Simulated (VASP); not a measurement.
Runs of VASP 6.6.1 on Ni. The structure is that of space group Fm-3m (No. 225), or close to it. The cells are those of the table. 

```tsv
task	cell	cutoff (eV)	k mesh for the DOS	occupations for the DOS	gap on the mesh (eV)	pressure (GPa)	moment (μB)
relaxation of cell and atoms	relaxed from a = 2.422 Å, angles 60.0°, 1 atom	600	-	-	none	0.0	0.57
single point	a = 2.337 Å, angles 60.0°, 1 atom	520	-	-	none	34.3	(a)
single point	a = 2.421 Å, angles 60.0°, 1 atom	520	-	-	none	-0.1	0.57
single point	a = 2.421 Å, angles 60.0°, 1 atom	520	32 × 32 × 32	tetrahedron	-	-	0.57
```

Alike in all rows: level LDA; potentials or basis VASP PAW LDA potentials, release 64 (Ni); spin collinear, ferromagnetic start; k mesh 21 × 21 × 21; smearing fermi-dirac 0.05 eV.

Question: Fill in the values left out.

Answer: (a) 0.55.

Caveats: the cell stands under pressure (at least some runs).

A gap of «none» marks levels without a gap at the run's occupations.
